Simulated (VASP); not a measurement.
**NaF2: single point with PBE**

NaF2:

```
Na F
1.0
     3.82930    0.00000    0.00000
    -1.91465    3.31627    0.00000
     0.00000    0.00000    3.08332
Na F
1 2
Direct
  0.00000 0.00000 0.00000
  0.33333 0.66667 0.50000
  0.66667 0.33333 0.50000
```

```yaml
Program: VASP 6.6.1
Task: single point
Functional: PBE
Potentials_or_basis: VASP PAW PBE potentials, release 64 (Na_pv, F)
Cutoff: 520 eV
k_mesh: 6 × 6 × 4
Occupations: gaussian, width 0.1 eV
Spin: collinear spin, ferromagnetic start
Starting_moments: "[0.0, 0.52, 0.52] μB"
Dipole_correction: no
Further_INCAR_settings: ALGO = Normal; EDIFF = 1e-07; NBANDS = 22
```

| Property | Result |
| --- | --- |
| Pressure | -0.1 GPa |
| Band gap on the k mesh | zero (filled and empty bands overlap) |
| Net moment | 1.00 μB per cell |
| Site moments | Na -0.00; F +0.47 μB |
| Valence electrons inside the program's atomic spheres | Na 5.99; F 5.94 |

Levels at points of the mesh, in eV from the Fermi level:
Spin up:
| k point | band 9 | band 10 | band 11 | band 12 | band 13 | band 14 |
| --- | --- | --- | --- | --- | --- | --- |
| (0.00, 0.00, 0.00) | -1.21 | -1.21 | -0.80 | 5.76 | 13.84 | 16.05 |
| (0.50, 0.00, 0.00) | -1.50 | -1.22 | -0.63 | 8.92 | 9.98 | 13.95 |
| (0.00, 0.00, 0.50) | -1.36 | -1.15 | -1.15 | 10.26 | 10.32 | 16.54 |
| (0.50, 0.00, 0.50) | -2.07 | -1.41 | -0.58 | 11.21 | 11.86 | 12.69 |
Spin down:
```tsv
k point	band 8	band 9	band 10	band 11	band 12	band 13
(0.00, 0.00, 0.00)	-1.66	-0.38	-0.05	-0.05	5.88	13.85
(0.50, 0.00, 0.00)	-1.25	-0.81	-0.36	0.59	9.19	10.14
(0.00, 0.00, 0.50)	-2.34	-0.97	0.02	0.02	10.38	10.46
(0.50, 0.00, 0.50)	-2.19	-1.72	-0.25	0.65	11.26	12.09
```

It took 14 s on 1 thread of Intel(R) Xeon(R) 6975P-C (Granite Rapids) (shared host), peak memory 0.16 GiB.

Caveat: the k points lie up to 0.51 Å⁻¹ apart.
